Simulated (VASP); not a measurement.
# Ir (P6_3/mmc) in VASP: further runs

Aim: see how the results for Ir move with the level of theory and the settings. Levels: BLYP+D3(BJ), PBEsol+D3(BJ), PBEsol. Tasks: single point, relaxation of cell and atoms.

Everything below comes from runs of VASP 6.6.1. Logs are shortened: lines on timing, memory, paths and dates and some standing lists are left out, and cuts for length are marked.

### 1 The cell of the first run

It takes space group P6_3/mmc (No. 194, hexagonal). The conventional cell has a = 2.737 Å, b = 2.737 Å, c = 4.450 Å, α = 90.00°, β = 90.00°, γ = 120.00°. Within 3.6 Å of Ir (site symmetry -6m2) lie 12 Ir at 2.73 to 2.74 Å.

### 2 Single point, BLYP+D3(BJ)

INCAR reads:

```
SYSTEM = Ir
PREC = Accurate
ENCUT = 520
EDIFF = 1E-6
ISMEAR = -1
SIGMA = 0.01
LREAL = .FALSE.
LASPH = .TRUE.
NELM = 80
ALGO = Normal
ISIF = 2
LWAVE = .FALSE.
LCHARG = .FALSE.
GGA = B5
ALDAX = 1.0
AGGAX = 1.0
AGGAC = 1.0
ALDAC = 0.0
IVDW = 12
VDW_S6 = 1.0
VDW_S8 = 2.6996
VDW_A1 = 0.4298
VDW_A2 = 4.2359
NBANDS = 16
```

KPOINTS reads:

```
regular mesh
0
G
  12 12 7
  0 0 0
```

POSCAR reads:

```
Ir
1.0
    2.7368671871      0.0000000000      0.0000000000
   -1.3684335936      2.3701965108      0.0000000000
    0.0000000000      0.0000000000      4.4503925233
Ir
2
Direct
    0.6666666667      0.3333333333      0.7500000000
    0.3333333333      0.6666666667      0.2500000000
```

Potentials or basis: VASP PAW PBE potentials, release 64 (Ir).

Launch:

```sh
$ cat potpaw_PBE.64/Ir/POTCAR > POTCAR
$ mpirun -np 1 vasp_std > vasp.out
```

OUTCAR:

```text
SYSTEM = Ir
   PREC = Accurate
   ENCUT = 520
   EDIFF = 1E-6
   ISMEAR = -1
   LREAL = .FALSE.
   LASPH = .TRUE.
   NELM = 80
   ISIF = 2
   GGA = B5
   IVDW = 12
 IVDW          = 12

 ion  position               nearest neighbor table
   1  0.667  0.333  0.750-   2 2.73   2 2.73   2 2.73   2 2.73   2 2.73   2 2.73
   2  0.333  0.667  0.250-   1 2.73   1 2.73   1 2.73   1 2.73   1 2.73   1 2.73

  LATTYP: Found a hexagonal cell.
 ALAT       =     2.7368671871
 C/A-ratio  =     1.6260900581

  Lattice vectors:

 A1 = (   2.7368671871,   0.0000000000,   0.0000000000)
 A2 = (  -1.3684335936,   2.3701965108,   0.0000000000)
 A3 = (   0.0000000000,   0.0000000000,   4.4503925233)

Analysis of symmetry for initial positions (statically):
=====================================================================
 Subroutine PRICEL returns:
 Original cell was already a primitive cell.

 Routine SETGRP: Setting up the symmetry group for a
 hexagonal supercell.

 Subroutine GETGRP returns: Found 24 space group operations
 (whereof 12 operations were pure point group operations)
 out of a pool of 24 trial point group operations.

The static configuration has the point symmetry D_3d.
 The point group associated with its full space group is D_6h.

Analysis of symmetry for dynamics (positions and initial velocities):
=====================================================================
 Subroutine PRICEL returns:
 Original cell was already a primitive cell.

 Routine SETGRP: Setting up the symmetry group for a
 hexagonal supercell.

 Subroutine GETGRP returns: Found 24 space group operations
 (whereof 12 operations were pure point group operations)
 out of a pool of 24 trial point group operations.

The dynamic configuration has the point symmetry D_3d.
 The point group associated with its full space group is D_6h.

 Subroutine INISYM returns: Found 24 space group operations
 (whereof 12 operations are pure point group operations),
 and found     1 'primitive' translations

----------------------------------------------------------------------------------------

                                     Primitive cell

  volume of cell :      28.8693

  direct lattice vectors                    reciprocal lattice vectors
     2.736867187  0.000000000  0.000000000     0.365381267  0.210952973  0.000000000
    -1.368433594  2.370196511  0.000000000     0.000000000  0.421905946  0.000000000
     0.000000000  0.000000000  4.450392523     0.000000000  0.000000000  0.224699281

[... 82 lines left out ...]
   NELM   =     80;   NELMIN=  2; NELMDL= -5     # of ELM steps
   EDIFF  = 0.1E-05   stopping-criterion for ELM
   LREAL  =      F    real-space projection
   EDIFFG = 0.1E-04   stopping-criterion for IOM
   NSW    =      0    number of steps for IOM
   IBRION =     -1    ionic relax: 0-MD 1-quasi-New 2-CG
   NFREE  =      0    steps in history (QN), initial steepest desc. (CG)
   ISIF   =      2    stress and relaxation
   ISYM   =      2    0-nonsym 1-usesym 2-fastsym
   POTIM  = 0.5000    time-step for ionic-motion
   TEBEG  =    0.0;   TEEND  =   0.0 temperature during run
   PSTRESS=    0.0 pullay stress
   NELECT =      18.0000    total number of electrons
   NUPDOWN=      -1.0000    fix difference up-down
   EMIN   =  10.00;   EMAX   =-10.00  energy-range for DOS
   EFERMI =   0.00;   METHOD = LEGACY
   ISMEAR =    -1;   SIGMA  =   0.01  broadening in eV -4-tet -1-fermi 0-gaus
   EFERMI_NEDOS =   21; number of points for ismear=-14 and -15
   IALGO  =     38    algorithm
   IMIX   =      4    mixing-type and parameters
     AMIX     =   0.40;   BMIX     =  1.00
     AMIX_MAG =   1.60;   BMIX_MAG =  1.00
  volume/ion in A,a.u.               =      14.43        97.41
  Fermi-wavevector in a.u.,A,eV,Ry     =   1.398579  2.642930 26.613295  1.956022
  Thomas-Fermi vector in A             =   2.521723
   LORBIT       =      0    0 simple, 1 ext, 2 COOP (PROOUT), +10 PAW based schemes
   GGA     = B5    functional components
   LHFCALC =     F    Hartree Fock is set to
   AEXX    =    0.0000 exact exchange contribution
   IVDW    =    12    specifies the selected vdW correction
   LEPSILON=     F    determine dielectric tensor
   LRPA    =     F    only Hartree local field effects (RPA)
 non-spin polarized calculation
  energy-cutoff  :      520.00
  volume of cell :       28.87
 maximum number of plane-waves:       789
   NGX = 11   NGY = 11   NGZ = 17

 number of electron      18.0000000 magnetization

 Free energy of the ion-electron system (eV)
  ---------------------------------------------------
  ext. energy  EPLUGINS =         0.00000000
  ---------------------------------------------------
  free energy    TOTEN  =       -14.63364074 eV

  energy without entropy =      -14.63292865  energy(sigma->0) =      -14.63328469

 E-fermi :  10.8182     XC(G=0): -13.1576

 val. band max:       10.8090851063   @ k =   0.3333   0.0833   0.0000
 cond. band min:      10.8247097278   @ k =   0.4167   0.1667   0.1429
 fundamental gap:      0.0156246216
 Fermi energy:        10.8182299943

 k-point     1 :       0.0000    0.0000    0.0000
  band No.  band energies     occupation
      1      -0.0520      2.00000
      2       2.8531      2.00000
      3       6.8853      2.00000
      4       7.0199      2.00000
      5       7.0199      2.00000
      6       7.6433      2.00000
[... 433 lines left out ...]
      3       5.0065      2.00000
      4       6.0329      2.00000
      5       7.1852      2.00000
      6       7.2277      2.00000
[... 8 lines left out ...]
     15      25.1647      0.00000
     16      25.8002      0.00000

 [... further k-points ...]

------------------------ aborting loop because EDIFF is reached ----------------------------------------

 Edisp (eV)   -3.37921

 E8    (eV) :    -2.5595

  FORCE on cell =-STRESS in cart. coord.  units (eV):
  Direction    XX          YY          ZZ          XY          YZ          ZX
  --------------------------------------------------------------------------------------
  -------------------------------------------------------------------------------------
  Total       0.54706     0.54706     0.55838    -0.00000    -0.00000     0.00000
  in kB      30.36055    30.36055    30.98863    -0.00000    -0.00000     0.00000
  external pressure =       30.57 kB  Pullay stress =        0.00 kB

 VOLUME and BASIS-vectors are now :
 -----------------------------------------------------------------------------
  energy-cutoff  :      520.00
  volume of cell :       28.87
      direct lattice vectors                 reciprocal lattice vectors
     2.736867187  0.000000000  0.000000000     0.365381267  0.210952973  0.000000000
    -1.368433594  2.370196511  0.000000000     0.000000000  0.421905946  0.000000000
     0.000000000  0.000000000  4.450392523     0.000000000  0.000000000  0.224699281

 POSITION                                       TOTAL-FORCE (eV/Angst)
 -----------------------------------------------------------------------------------
      1.36843      0.79007      3.33779        -0.000000      0.000000      0.000000
     -0.00000      1.58013      1.11260         0.000000     -0.000000      0.000000
 -----------------------------------------------------------------------------------
    total drift:                               -0.000000      0.000000     -0.000000

  FREE ENERGIE OF THE ION-ELECTRON SYSTEM (eV)
  ---------------------------------------------------
  free  energy   TOTEN  =       -18.0128544323 eV

  energy  without entropy=      -18.0121423432  energy(sigma->0) =      -18.01249839
```

OSZICAR:

```text
N       E                     dE             d eps       ncg     rms          rms(c)
DAV:   1     0.149340773529E+03    0.14934E+03   -0.84326E+03  2432   0.113E+03
DAV:   2    -0.117824143304E+02   -0.16112E+03   -0.14505E+03  2432   0.310E+02
DAV:   3    -0.155965927986E+02   -0.38142E+01   -0.37697E+01  3392   0.570E+01
DAV:   4    -0.156396883126E+02   -0.43096E-01   -0.43086E-01  2784   0.513E+00
DAV:   5    -0.156409512795E+02   -0.12630E-02   -0.12629E-02  3432   0.913E-01    0.210E+01
DAV:   6    -0.147930459319E+02    0.84791E+00   -0.10700E+00  3040   0.134E+01    0.837E+00
DAV:   7    -0.146443238598E+02    0.14872E+00   -0.31252E-01  3280   0.682E+00    0.184E+00
DAV:   8    -0.146398696279E+02    0.44542E-02   -0.44532E-03  2824   0.539E-01    0.134E+00
DAV:   9    -0.146336252235E+02    0.62444E-02   -0.53503E-03  2984   0.889E-01    0.265E-02
DAV:  10    -0.146336321962E+02   -0.69727E-05   -0.43642E-05  3792   0.593E-02    0.161E-02
DAV:  11    -0.146336406465E+02   -0.84503E-05   -0.75337E-06  3008   0.248E-02    0.936E-04
DAV:  12    -0.146336407370E+02   -0.90515E-07   -0.73527E-08  2048   0.264E-03
   1 F= -.18012854E+02 E0= -.18012498E+02  d E =-.712089E-03
```

Wall time 16 s (1 thread of Intel Xeon 6975P-C (Granite Rapids), shared host); peak memory 0.17 GiB.

Results:

| Item | Value |
| --- | --- |
| Free energy | -18.0129 eV |
| Pressure | 3.1 GPa |
| Band gap on the k mesh | zero (band 9 reaches 11.68 eV, above the bottom of band 10 at 8.46 eV) |
| Dispersion energy per atom | -1.690 eV |

Levels at points of the mesh, in eV from the Fermi level:
```
           k point  band 5  band 6  band 7  band 8  band 9  band 10  band 11  band 12  band 13  band 14
(0.00, 0.00, 0.00)   -3.80   -3.17   -3.17   -2.37   -2.37    -0.52     0.20     0.20     6.86    14.62
(0.50, 0.00, 0.00)   -3.50   -3.22   -2.96    0.64    0.86     1.04     2.93     4.39     8.22    10.28
```

Caveat: the PAW data sets were made with another functional, which shifts forces and pressure a little; spin-orbit coupling is left out, which moves the levels of the heavy elements; pairwise dispersion overbinds metals, which lowers pressure and volume.

### 3 Relaxation of cell and atoms, PBEsol+D3(BJ)

This run uses another cell than the first one, of 14.63 Å³/atom, 1.013 times its volume.

INCAR reads:

```
ALGO     = Normal         # electronic algorithm
EDIFF    = 1E-6           # SCF threshold, eV
EDIFFG   = -0.001         # ionic threshold
ENCUT    = 600            # plane-wave cutoff, eV
GGA      = PS             # functional
IBRION   = 2              # ionic algorithm
ISIF     = 3              # what is computed and relaxed
ISMEAR   = -1             # smearing method
IVDW     = 12             # dispersion correction
LASPH    = True           # aspherical terms in the spheres
LCHARG   = False          # write CHGCAR
LREAL    = False          # projectors in reciprocal space
LWAVE    = False          # write WAVECAR
NELM     = 60             # most SCF steps
NSW      = 80             # ionic steps
PREC     = Accurate       # precision mode
SIGMA    = 0.01           # smearing width, eV
```

KPOINTS reads:

```
k-points
0
Gamma
  12 12 7
```

POSCAR reads:

```
Ir
1.0
    2.7513780000      0.0000000000      0.0000000000
   -1.3756890000      2.3827632434      0.0000000000
    0.0000000000      0.0000000000      4.4622900000
Ir
2
Direct
    0.6666666667      0.3333333333      0.7500000000
    0.3333333333      0.6666666667      0.2500000000
```

Potentials or basis: VASP PAW PBE potentials, release 64 (Ir).

Launch:

```sh
$ cat potpaw_PBE.64/Ir/POTCAR > POTCAR
$ mpirun -np 1 vasp_std > vasp.out
```

Run time: 68 s. Hardware: 1 thread of Intel Xeon 6975P-C (Granite Rapids), shared host; peak memory 0.2 GiB.

Results (log left out):

| Property | Result |
| --- | --- |
| Free energy | -20.9438 eV |
| Relaxed volume | 13.85 Å³/atom |
| Relaxed cell | a = 2.697 Å, b = 2.697 Å, c = 4.396 Å, α = 90.00°, β = 90.00°, γ = 120.00° |
| Space group after relaxing (to 0.05 Å) | P6_3/mmc (No. 194) |
| Energy gained by relaxing | 50.4 meV/atom |
| Ionic steps | 17 |
| Pressure after relaxing | 0.0 GPa |
| Band gap on the k mesh | zero (band 9 reaches 11.75 eV, above the bottom of band 10 at 8.29 eV) |
| Dispersion energy per atom | -0.730 eV |

Step by step:
| step | energy change (eV) | largest force (eV/Å) | pressure (GPa) | volume (Å³) |
| --- | --- | --- | --- | --- |
| 1 | 0.0000 | 0.0000 | -19.52 | 29.25 |
| 2 | 1.9464 | 0.0000 | 151.13 | 22.34 |
| 3 | -0.0994 | 0.0000 | -2.10 | 27.85 |
| 4 | -0.1003 | 0.0000 | -0.63 | 27.74 |
| 5 | -0.1004 | 0.0000 | 0.02 | 27.70 |
| 6 | -0.1007 | 0.0000 | 0.01 | 27.70 |
| 7 | -0.1007 | 0.0000 | 0.01 | 27.70 |
| 8 | -0.1007 | 0.0000 | 0.01 | 27.70 |
| 9 | -0.1006 | 0.0000 | 0.01 | 27.70 |
| 10 | -0.1007 | 0.0000 | 0.02 | 27.70 |
| 11 | -0.1007 | 0.0000 | -0.06 | 27.70 |
| 12 | -0.1007 | 0.0000 | 0.00 | 27.70 |
| 13 | -0.1007 | 0.0000 | -0.01 | 27.70 |
| 14 | -0.1007 | 0.0000 | 0.01 | 27.70 |
| 15 | -0.1007 | 0.0000 | 0.00 | 27.70 |
| 16 | -0.1007 | 0.0000 | 0.00 | 27.70 |
| 17 | -0.1007 | 0.0000 | 0.00 | 27.70 |

Final structure:
```
Ir
1.0
     2.69750    0.00000    0.00000
    -1.34875    2.33610    0.00000
     0.00000    0.00000    4.39580
Ir
2
Direct
  0.66667 0.33333 0.75000
  0.33333 0.66667 0.25000
```

Levels at points of the mesh, in eV from the Fermi level:
```csv
k point,band 5,band 6,band 7,band 8,band 9,band 10,band 11,band 12,band 13
"(0.00, 0.00, 0.00)",-4.05,-3.37,-3.37,-2.47,-2.47,-1.03,0.25,0.25,7.14
"(0.50, 0.00, 0.00)",-3.79,-3.64,-3.18,0.74,0.96,1.17,3.01,4.49,8.30
```

Caveat: the PAW data sets were made with another functional, which shifts forces and pressure a little; spin-orbit coupling is left out, which moves the levels of the heavy elements; pairwise dispersion overbinds metals, which lowers pressure and volume.

### 4 Relaxation of cell and atoms, PBEsol

This run uses another cell than the first one, of 14.63 Å³/atom, 1.013 times its volume.

INCAR reads:

```
SYSTEM = Ir
ALGO = Normal ; EDIFF = 1E-6
EDIFFG = -0.001 ; ENCUT = 600
GGA = PS ; IBRION = 2
ISIF = 3 ; ISMEAR = -1
LASPH = .True. ; LCHARG = .False.
LREAL = .False. ; LWAVE = .False.
NELM = 80 ; NSW = 80
PREC = Accurate ; SIGMA = 0.01
```

KPOINTS reads:

```
k-points
0
Gamma
  12 12 7
  0 0 0
```

POSCAR is that of step 3.

Launch:

```sh
$ cat potpaw_PBE.64/Ir/POTCAR > POTCAR
$ mpirun -np 1 vasp_std > vasp.out
```

It took 47 s on 1 thread of Intel Xeon 6975P-C (Granite Rapids), shared host; peak memory 0.18 GiB.

The run converged. Its results:

```
Free energy                            : -19.4987 eV
Relaxed volume                         : 14.14 Å³/atom
Relaxed cell                           : a = 2.717 Å, b = 2.717 Å, c = 4.425 Å, α = 90.00°, β = 90.00°, γ = 120.00°
Space group after relaxing (to 0.05 Å) : P6_3/mmc (No. 194)
Energy gained by relaxing              : 18.9 meV/atom
Ionic steps                            : 9
Pressure after relaxing                : 0.0 GPa
Band gap on the k mesh                 : zero (band 9 reaches 11.34 eV, above the bottom of band 10 at 7.99 eV)
```

The path:
| step | energy change (eV) | largest force (eV/Å) | pressure (GPa) | volume (Å³) |
| --- | --- | --- | --- | --- |
| 1 | 0.0000 | 0.0000 | -11.89 | 29.25 |
| 2 | 0.5955 | 0.0000 | 68.05 | 24.90 |
| 3 | -0.0373 | 0.0000 | -0.71 | 28.34 |
| 4 | -0.0375 | 0.0000 | -0.13 | 28.30 |
| 5 | -0.0375 | 0.0000 | 0.12 | 28.28 |
| 6 | -0.0377 | 0.0000 | 0.12 | 28.28 |
| 7 | -0.0377 | 0.0000 | 0.12 | 28.28 |
| 8 | -0.0377 | 0.0000 | -0.34 | 28.31 |
| 9 | -0.0377 | 0.0000 | 0.00 | 28.28 |

Final structure:
```xyz
2
Lattice="2.7166 0.0000 0.0000 -1.3583 2.3526 0.0000 0.0000 0.0000 4.4254" Properties=species:S:1:pos:R:3 pbc="T T T"
Ir    1.3583    0.7842    3.3190
Ir    0.0000    1.5684    1.1063
```

Levels at points of the mesh, in eV from the Fermi level:
```csv
k point,band 7,band 8,band 9,band 10,band 11,band 12
"(0.00, 0.00, 0.00)",-3.26,-2.40,-2.40,-0.97,0.24,0.24
"(0.50, 0.00, 0.00)",-3.09,0.71,0.92,1.12,2.92,4.38
```

Caveat: the PAW data sets were made with another functional, which shifts forces and pressure a little; spin-orbit coupling is left out, which moves the levels of the heavy elements.

[end of part 1 of 2]
